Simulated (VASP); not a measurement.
A run of VASP 6.6.1:

POSCAR

```
TiO2
1.0
    4.5453495500      0.0000000000      0.0000000000
    0.0000000000      5.5196194400      0.0000000000
    0.0000000000      0.0000000000      4.9091968600
Ti O
4 8
Direct
    0.0000000000      0.1729909300      0.7500000000
    0.5000000000      0.3270090700      0.2500000000
    0.0000000000      0.8270090700      0.2500000000
    0.5000000000      0.6729909300      0.7500000000
    0.2714506200      0.3817246400      0.9186490800
    0.7714506200      0.1182753600      0.0813509200
    0.2285493800      0.1182753600      0.4186490800
    0.7285493800      0.3817246400      0.5813509200
    0.2714506200      0.6182753600      0.4186490800
    0.7714506200      0.8817246400      0.5813509200
    0.2285493800      0.8817246400      0.9186490800
    0.7285493800      0.6182753600      0.0813509200
```

INCAR.step1

```
ALGO = Normal
EDIFF = 1E-6
ENCUT = 520
GGA = PE
ISIF = 2
ISMEAR = -1
KPAR = 4
LASPH = True
LCHARG = True
LDAU = True
LDAUJ = 0 0
LDAUL = 2 -1
LDAUPRINT = 1
LDAUTYPE = 2
LDAUU = 6 0
LMAXMIX = 4
LREAL = False
LWAVE = False
NBANDS = 60
NELM = 150
PREC = Accurate
SIGMA = 0.05
```

KPOINTS.step1

```
k-points
0
Gamma
  6 5 6
```

The input INCAR.step2:

```
ALGO = Normal
EDIFF = 1E-6
ENCUT = 520
GGA = PE
ICHARG = 11
ISIF = 2
ISMEAR = -5
KPAR = 4
LASPH = True
LCHARG = False
LDAU = True
LDAUJ = 0 0
LDAUL = 2 -1
LDAUPRINT = 1
LDAUTYPE = 2
LDAUU = 6 0
LMAXMIX = 4
LORBIT = 11
LREAL = False
LWAVE = False
NEDOS = 1001
NELM = 150
PREC = Accurate
SIGMA = 0.05
```

The input KPOINTS.step2:

```
k-points
0
Gamma
  9 8 9
```

Potentials or basis: VASP PAW PBE potentials, release 64 (Ti_sv, O).

Run with:

```console
$ cat potpaw_PBE.64/Ti_sv/POTCAR potpaw_PBE.64/O/POTCAR > POTCAR
$ cp INCAR.step1 INCAR
$ cp KPOINTS.step1 KPOINTS
$ mpirun -np 4 vasp_std > vasp.out
$ cp INCAR.step2 INCAR
$ cp KPOINTS.step2 KPOINTS
$ mpirun -np 4 vasp_std > vasp.out
```

Hardware: 4 MPI ranks on Oxide Virtual Turin-like Processor, with other jobs on the host.

Problem. Estimate the wall time of this run.

Solution. Run time: 8.1 min on 4 MPI ranks on Oxide Virtual Turin-like Processor (shared host), peak memory 0.64 GiB a rank. Counts: k points 125.
